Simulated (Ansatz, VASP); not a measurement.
One calculation of Ni3Ge, two programs

```
Ni Ge
1.0
     3.48870    0.00000    0.00000
     0.00000    3.48870    0.00000
     0.00000    0.00000    3.48870
Ni Ge
3 1
Cartesian
  1.7443 0.0000 1.7443
  0.0000 1.7443 1.7443
  1.7443 1.7443 0.0000
  0.0000 0.0000 0.0000
```

Alike in both runs: functional LDA; k mesh 12 × 12 × 12; occupations gaussian, width 0.1 eV; no spin polarisation.

Ansatz relaxed the structure, and its values are those at the end. VASP's run is a single point on that final structure, the one shown.

|  | VASP | Ansatz |
| --- | --- | --- |
| version | VASP 6.6.1 | Ansatz 0.2.0 |
| potentials or method | VASP PAW LDA potentials, release 64 (Ni, Ge_d), cutoff 520 eV | scalar-relativistic, plane waves, PAW |
| valence electrons in the cell | 44 | 68 |

VASP gave:

```
gap on the k mesh at the Fermi level (eV) : none
pressure (GPa)                            : 0.6
```

Q: Which values does Ansatz return?

A: gap on the k mesh at the Fermi level (eV): none; pressure (GPa): 0.0.

LDA's correlation is that of Perdew and Zunger in VASP and of Perdew and Wang (1992) in Ansatz. A gap of «none» marks a metal or a gap that the smearing closes. VASP's potentials hold 44 valence electrons a cell and Ansatz's 68, so a difference there can come from the potentials and not from the codes.
